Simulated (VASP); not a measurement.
Wanted: the native input for a VASP 6.6.1 run.

| Item | Value |
| --- | --- |
| Task | relaxation of cell and atoms |
| Functional | PBEsol |
| Potentials or basis | VASP PAW PBE potentials, release 64 (Li_sv) |
| Cutoff | 600 eV |
| k mesh | 5 × 5 × 5 |
| Occupations | methfessel-paxton, width 0.05 eV |
| Spin | no spin polarisation |
| Dipole correction | no |
| Further INCAR settings | ALGO = Normal; EDIFF = 1e-06; IBRION = 2; EDIFFG = -0.05; NSW = 80; ISIF = 3 |

The structure of Li lies in POSCAR:

```
Li
1.0
    4.4544403300      0.0000000000      0.0000000000
    0.0000000000      4.4544403300      0.0000000000
    0.0000000000      0.0000000000      4.4544403300
Li
4
Direct
    0.8745680000      0.1254320000      0.6254320000
    0.3745680000      0.3745680000      0.3745680000
    0.1254320000      0.6254320000      0.8745680000
    0.6254320000      0.8745680000      0.1254320000
```

These files were run (other wordings do the same):

INCAR

```
PREC = Accurate ; ENCUT = 600
EDIFF = 1E-6 ; ISMEAR = 1
SIGMA = 0.05 ; LREAL = F
LASPH = T ; NELM = 100
ALGO = Normal ; ISIF = 3
LWAVE = F ; LCHARG = F
GGA = PS ; IBRION = 2
NSW = 80 ; EDIFFG = -0.05
```

KPOINTS

```
Automatic mesh
0
Gamma
  5 5 5
```

Potentials or basis: VASP PAW PBE potentials, release 64 (Li_sv).

Command:

```bash
$ cat potpaw_PBE.64/Li_sv/POTCAR > POTCAR
$ mpirun -np 1 vasp_std > vasp.out
```

It gave:

```json
{
  "Pressure after relaxing": "0.2 GPa",
  "Largest force after relaxing": "0.005 eV/Å",
  "Band gap on the k mesh": "zero (bands 6 and 7 overlap by 2.27 eV)"
}
```

Caveat: the cutoff is under 1.25 times the usual one of these potentials, so pressure, stress and relaxed cells hold a basis-set (Pulay) error; the relaxation stopped at its first step, so nothing moved; the PAW data sets were made with another functional, which shifts forces and pressure a little.

Wall time 6.5 s on 1 thread of Intel(R) Xeon(R) 6975P-C (Granite Rapids), with other jobs on the host, peak memory 0.18 GiB.
